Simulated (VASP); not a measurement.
# Hf (Pmmm) in VASP: single point with PBEsol

Aim: the single point of Hf with PBEsol.

Everything below comes from runs of VASP 6.6.1. Logs are shortened: lines on timing, memory, paths and dates and some standing lists are left out, and cuts for length are marked.

## (1) The cell of the first run

The structure is orthorhombic, space group Pmmm (No. 47). The conventional cell has a = 3.026 Å, b = 5.089 Å, c = 5.794 Å, α = 90.00°, β = 90.00°, γ = 90.00°. Within 4.0 Å of Hf (site symmetry mmm) lie 2 Hf at 3.03 Å.

## (2) Single point, PBEsol

File INCAR:

```
PREC = Accurate
ENCUT = 500
EDIFF = 1E-6
ISMEAR = -1
SIGMA = 0.05
LREAL = F
LASPH = T
NELM = 120
ALGO = Normal
ISIF = 2
LWAVE = F
LCHARG = F
GGA = PS
NBANDS = 11
GGA_COMPAT = F
```

File KPOINTS:

```
regular mesh
0
Gamma
  8 5 4
```

File POSCAR:

```
Hf
1.0
    3.0257340000      0.0000000000      0.0000000000
    0.0000000000      5.0893230000      0.0000000000
    0.0000000000      0.0000000000      5.7935080000
Hf
1
Direct
    0.5000000000      0.0000000000      0.1598820000
```

Potentials or basis: VASP PAW PBE potentials, release 64 (Hf_pv).

Launch:

```sh
> cat potpaw_PBE.64/Hf_pv/POTCAR > POTCAR
> mpirun -np 1 vasp_std > vasp.out
```

OUTCAR:

```text
PREC = Accurate
   ENCUT = 500
   EDIFF = 1E-6
   ISMEAR = -1
   LREAL = F
   LASPH = T
   NELM = 120
   ISIF = 2
   GGA = PS

 ion  position               nearest neighbor table
   1  0.500  0.000  0.160-

  LATTYP: Found a simple orthorhombic cell.
 ALAT       =     3.0257340000
 B/A-ratio  =     1.6820126951
 C/A-ratio  =     1.9147446537

  Lattice vectors:

 A1 = (   3.0257340000,   0.0000000000,   0.0000000000)
 A2 = (   0.0000000000,   5.0893230000,   0.0000000000)
 A3 = (   0.0000000000,   0.0000000000,   5.7935080000)

Analysis of symmetry for initial positions (statically):
=====================================================================
 Subroutine PRICEL returns:
 Original cell was already a primitive cell.

 Routine SETGRP: Setting up the symmetry group for a
 simple orthorhombic supercell.

 Subroutine GETGRP returns: Found  8 space group operations
 (whereof  4 operations were pure point group operations)
 out of a pool of  8 trial point group operations.

The static configuration has the point symmetry C_2v.
 The point group associated with its full space group is D_2h.

Analysis of symmetry for dynamics (positions and initial velocities):
=====================================================================
 Subroutine PRICEL returns:
 Original cell was already a primitive cell.

 Routine SETGRP: Setting up the symmetry group for a
 simple orthorhombic supercell.

 Subroutine GETGRP returns: Found  8 space group operations
 (whereof  4 operations were pure point group operations)
 out of a pool of  8 trial point group operations.

The dynamic configuration has the point symmetry C_2v.
 The point group associated with its full space group is D_2h.

 Subroutine INISYM returns: Found  8 space group operations
 (whereof  4 operations are pure point group operations),
 and found     1 'primitive' translations

----------------------------------------------------------------------------------------

                                     Primitive cell

  volume of cell :      89.2139

  direct lattice vectors                    reciprocal lattice vectors
     3.025734000  0.000000000  0.000000000     0.330498319  0.000000000  0.000000000
     0.000000000  5.089323000  0.000000000     0.000000000  0.196489789  0.000000000
     0.000000000  0.000000000  5.793508000     0.000000000  0.000000000  0.172606994

  length of vectors
     3.025734000  5.089323000  5.793508000     0.330498319  0.196489789  0.172606994

  position of ions in fractional coordinates (direct lattice)
     0.500000000  0.000000000  0.159882000

  ion indices of the primitive-cell ions
   primitive index   ion index
                 1           1

----------------------------------------------------------------------------------------

 KPOINTS: regular mesh

Automatic generation of k-mesh.
 Grid dimensions read from file:
 generate k-points for:    8    5    4

 Generating k-lattice:

  Cartesian coordinates                     Fractional coordinates (reciprocal lattice)
     0.041312290  0.000000000  0.000000000     0.125000000  0.000000000  0.000000000
     0.000000000  0.039297958  0.000000000     0.000000000  0.200000000  0.000000000
     0.000000000  0.000000000  0.043151748     0.000000000  0.000000000  0.250000000

  Length of vectors
     0.041312290  0.039297958  0.043151748

  Shift w.r.t. Gamma in fractional coordinates (k-lattice)
     0.000000000  0.000000000  0.000000000

 Subroutine IBZKPT returns following result:
 ===========================================

 Found     45 irreducible k-points:

 Following reciprocal coordinates:
            Coordinates               Weight
  0.000000  0.000000  0.000000      1.000000
  0.125000  0.000000  0.000000      2.000000
  0.250000  0.000000  0.000000      2.000000
  0.375000  0.000000  0.000000      2.000000
  0.500000  0.000000  0.000000      1.000000
  0.000000  0.200000  0.000000      2.000000
[... 16 lines left out ...]
  0.250000  0.200000  0.250000      8.000000
  0.375000  0.200000  0.250000      8.000000
 [... further k-points ...]
   k-points           NKPTS =     45   k-points in BZ     NKDIM =     45   number of bands    NBANDS=     11
   number of dos      NEDOS =    301   number of ions     NIONS =      1
   total plane-waves  NPLWV =  40320
   dimension x,y,z NGX =    24 NGY =   40 NGZ =   42
   dimension x,y,z NGXF=    48 NGYF=   80 NGZF=   84
   ions per type =               1
   NGX,Y,Z   is equivalent  to a cutoff of  13.19, 13.07, 12.05 a.u.
   NGXF,Y,Z  is equivalent  to a cutoff of  26.37, 26.13, 24.10 a.u.
 SYSTEM =  unknown system
   PREC   = accura    normal or accurate (medium, high low for compatibility)
   ISTART =      0    job   : 0-new  1-cont  2-samecut
   ICHARG =      2    charge: 1-file 2-atom 10-const
   ISPIN  =      1    spin polarized calculation?
   LNONCOLLINEAR =      F non collinear calculations
   LSORBIT =      F    spin-orbit coupling
   LASPH  =      T    aspherical Exc in radial PAW
   ENCUT  =  500.0 eV  36.75 Ry    6.06 a.u.   5.52  9.28 10.56*2*pi/ulx,y,z
   NELM   =    120;   NELMIN=  2; NELMDL= -5     # of ELM steps
   EDIFF  = 0.1E-05   stopping-criterion for ELM
   LREAL  =      F    real-space projection
   EDIFFG = 0.1E-04   stopping-criterion for IOM
   NSW    =      0    number of steps for IOM
   IBRION =     -1    ionic relax: 0-MD 1-quasi-New 2-CG
   NFREE  =      0    steps in history (QN), initial steepest desc. (CG)
   ISIF   =      2    stress and relaxation
   ISYM   =      2    0-nonsym 1-usesym 2-fastsym
   POTIM  = 0.5000    time-step for ionic-motion
   TEBEG  =    0.0;   TEEND  =   0.0 temperature during run
   PSTRESS=    0.0 pullay stress
   NELECT =      10.0000    total number of electrons
   NUPDOWN=      -1.0000    fix difference up-down
   EMIN   =  10.00;   EMAX   =-10.00  energy-range for DOS
   EFERMI =   0.00;   METHOD = LEGACY
   ISMEAR =    -1;   SIGMA  =   0.05  broadening in eV -4-tet -1-fermi 0-gaus
   EFERMI_NEDOS =   21; number of points for ismear=-14 and -15
   IALGO  =     38    algorithm
   IMIX   =      4    mixing-type and parameters
     AMIX     =   0.40;   BMIX     =  1.00
     AMIX_MAG =   1.60;   BMIX_MAG =  1.00
  volume/ion in A,a.u.               =      89.21       602.04
  Fermi-wavevector in a.u.,A,eV,Ry     =   0.789340  1.491636  8.477211  0.623057
  Thomas-Fermi vector in A             =   1.894462
   LORBIT       =      0    0 simple, 1 ext, 2 COOP (PROOUT), +10 PAW based schemes
   GGA     = PS    functional components
   LHFCALC =     F    Hartree Fock is set to
   AEXX    =    0.0000 exact exchange contribution
   IVDW    =     0    specifies the selected vdW correction
   LEPSILON=     F    determine dielectric tensor
   LRPA    =     F    only Hartree local field effects (RPA)
 non-spin polarized calculation
  energy-cutoff  :      500.00
  volume of cell :       89.21
 maximum number of plane-waves:      2306
 NGX is ok and might be reduce to    24
   NGX = 11   NGY = 19   NGZ = 21

 number of electron      10.0000000 magnetization

 Free energy of the ion-electron system (eV)
  ---------------------------------------------------
  ext. energy  EPLUGINS =         0.00000000
  ---------------------------------------------------
  free energy    TOTEN  =        -5.68083965 eV

  energy without entropy =       -5.63891573  energy(sigma->0) =       -5.65987769

 E-fermi :  -1.2021     XC(G=0):  -5.7765

 val. band max:       -1.2066266565   @ k =   0.2500   0.4000   0.2500
 cond. band min:      -1.2013367373   @ k =   0.2500   0.2000   0.5000
 fundamental gap:      0.0052899192
 Fermi energy:        -1.2020840839

 k-point     1 :       0.0000    0.0000    0.0000
  band No.  band energies     occupation
      1     -33.4597      2.00000
      2     -33.3931      2.00000
      3     -32.3497      2.00000
      4      -5.0065      2.00000
      5      -1.9024      2.00000
      6      -1.2967      1.73801
      7      -0.5608      0.00001
      8       0.8872      0.00000
      9       2.0585      0.00000
     10       2.1977      0.00000
     11       2.2829      0.00000

 k-point     2 :       0.1250    0.0000    0.0000
  band No.  band energies     occupation
      1     -33.4508      2.00000
      2     -33.3843      2.00000
      3     -32.4407      2.00000
      4      -4.5661      2.00000
      5      -1.5304      1.99719
      6      -1.1472      0.50001
      7      -0.4503      0.00000
      8       0.2856      0.00000
      9       0.8183      0.00000
     10       2.6085      0.00000
     11       3.3996      0.00000

 k-point     3 :       0.2500    0.0000    0.0000
  band No.  band energies     occupation
      1     -33.4292      2.00000
      2     -33.3627      2.00000
      3     -32.6551      2.00000
      4      -3.4425      2.00000
      5      -0.7559      0.00027
      6      -0.7103      0.00011
      7      -0.4463      0.00000
      8      -0.4105      0.00000
      9      -0.1645      0.00000
     10       3.4061      0.00000
     11       4.1320      0.00000

 k-point     4 :       0.3750    0.0000    0.0000
  band No.  band energies     occupation
      1     -33.4075      2.00000
      2     -33.3411      2.00000
      3     -32.8625      2.00000
      4      -2.0537      2.00000
      5      -1.4709      1.99080
      6      -1.2542      1.47846
      7      -0.2862      0.00000
      8       0.1542      0.00000
      9       0.6198      0.00000
     10       4.4047      0.00000
     11       4.9170      0.00000
[... 239 lines left out ...]
 k-point    22 :       0.1250    0.2000    0.2500
  band No.  band energies     occupation
      1     -33.4508      2.00000
      2     -33.3846      2.00000
      3     -32.4407      2.00000
      4      -4.3067      2.00000
      5      -1.4440      1.98428
      6      -1.0555      0.10131
      7      -0.6957      0.00008
      8       0.0044      0.00000
      9       0.5737      0.00000
     10       2.0515      0.00000
     11       2.6419      0.00000

 k-point    23 :       0.2500    0.2000    0.2500
  band No.  band energies     occupation
      1     -33.4292      2.00000
      2     -33.3630      2.00000
      3     -32.6551      2.00000
      4      -3.1179      2.00000
      5      -0.9908      0.02878
      6      -0.8062      0.00073
      7      -0.3240      0.00000
      8      -0.3162      0.00000
      9      -0.2396      0.00000
     10       2.3247      0.00000
     11       3.3245      0.00000

 k-point    24 :       0.3750    0.2000    0.2500
  band No.  band energies     occupation
      1     -33.4075      2.00000
      2     -33.3414      2.00000
      3     -32.8625      2.00000
      4      -1.8179      1.99999
      5      -1.5309      1.99722
      6      -1.2530      1.46918
      7      -0.1006      0.00000
      8       0.0342      0.00000
      9       0.7810      0.00000
     10       3.1702      0.00000
     11       4.2330      0.00000

 [... further k-points ...]
[... 5 lines left out ...]
  --------------------------------------------------------------------------------------
  -------------------------------------------------------------------------------------
  Total       -5.3541268     -1.7467514     -0.8015686      0.0000000      0.0000000      0.0000000
  in kB      -96.1538904    -31.3696235    -14.3952395      0.0000000      0.0000000      0.0000000
  external PRESSURE =     -47.3062511 kB  Pullay stress =       0.0000000 kB

 VOLUME and BASIS-vectors are now :
 -----------------------------------------------------------------------------
  energy-cutoff  :      500.00
  volume of cell :       89.21
      direct lattice vectors                 reciprocal lattice vectors
     3.025734000  0.000000000  0.000000000     0.330498319  0.000000000  0.000000000
     0.000000000  5.089323000  0.000000000     0.000000000  0.196489789  0.000000000
     0.000000000  0.000000000  5.793508000     0.000000000  0.000000000  0.172606994

 POSITION                                       TOTAL-FORCE (eV/Angst)
 -----------------------------------------------------------------------------------
      1.51287      0.00000      0.92628         0.000000      0.000000      0.000000
 -----------------------------------------------------------------------------------
    total drift:                                0.000000     -0.000000      0.000010

  FREE ENERGIE OF THE ION-ELECTRON SYSTEM (eV)
  ---------------------------------------------------
  free  energy   TOTEN  =        -5.6808396542 eV

  energy  without entropy=       -5.6389157259  energy(sigma->0) =       -5.65987769
```

Wall time 30 s (1 thread of Intel Xeon Platinum 8375C at 2.90GHz (Ice Lake), shared host); peak memory 0.2 GiB.

Results:

- Free energy: -5.6808 eV
- Pressure: -4.7 GPa
- Band gap on the k mesh: zero (band 5 reaches -0.76 eV, above the bottom of band 6 at -1.33 eV)

Stress tensor (GPa, compression positive):
```
-9.62  0.00  0.00
 0.00 -3.14  0.00
 0.00  0.00 -1.44
```

Caveat: the PAW data sets were made with another functional, which shifts forces and pressure a little; spin-orbit coupling is left out, which moves the levels of the heavy elements.
